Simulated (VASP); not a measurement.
Input of a VASP 6.6.1 run:

The input INCAR:

```
SYSTEM = Al6N
PREC = Accurate
ENCUT = 520
EDIFF = 1E-6
ISMEAR = 0
SIGMA = 0.1
LREAL = .FALSE.
LASPH = .TRUE.
NELM = 100
ALGO = Normal
ISIF = 2
LWAVE = .FALSE.
LCHARG = .FALSE.
LDIPOL = .TRUE.
IDIPOL = 3
DIPOL = 0.5 0.5 0.299
GGA = PE
NBANDS = 36
```

Contents of KPOINTS:

```
regular mesh
0
G
  5 5 1
  0 0 0
```

POSCAR

```
Al6N
1.0
    5.7143028096      0.0000000000      0.0000000000
    0.0000000000      5.7143028096      0.0000000000
    0.0000000000      0.0000000000     22.1750227687
Al N
12 2
Direct
    0.2500000000      0.2500000000      0.1803831293
    0.2500000000      0.7500000000      0.1803831293
    0.7500000000      0.2500000000      0.1803831293
    0.7500000000      0.7500000000      0.1803831293
    0.0000000000      0.0000000000      0.2744094920
    0.0000000000      0.5000000000      0.2744094920
    0.5000000000      0.0000000000      0.2744094920
    0.5000000000      0.5000000000      0.2744094920
    0.2500000000      0.2500000000      0.3686590473
    0.2500000000      0.7500000000      0.3686590473
    0.7500000000      0.2500000000      0.3686590473
    0.7500000000      0.7500000000      0.3686590473
    0.3075880756      0.5000000000      0.4480276242
    0.6924119244      0.5000000000      0.4480276242
```

Potentials or basis: VASP PAW PBE potentials, release 64 (Al, N).

Command:

```sh
$ cat potpaw_PBE.64/Al/POTCAR potpaw_PBE.64/N/POTCAR > POTCAR
$ mpirun -np 1 vasp_std > vasp.out
```

**Question.** What does it give for the largest force?

**Answer.** 3.793 eV/Å.

**Question.** Estimate the band gap on the k mesh.

**Answer.** Zero (bands 23 and 24 overlap by 0.65 eV).

Forces in eV/Å, atoms in the order of the input:
```
Al   0.026  0.143  0.073
Al   0.026 -0.143  0.073
Al  -0.026  0.143  0.073
Al  -0.026 -0.143  0.073
Al   0.000  0.000  0.075
Al   0.000  0.000  0.131
Al   0.000  0.000  0.182
Al   0.000  0.000  0.094
Al   0.255  0.917  1.517
Al   0.255 -0.917  1.517
Al  -0.255  0.917  1.517
Al  -0.255 -0.917  1.517
N    1.635  0.000 -3.422
N   -1.635  0.000 -3.422
```
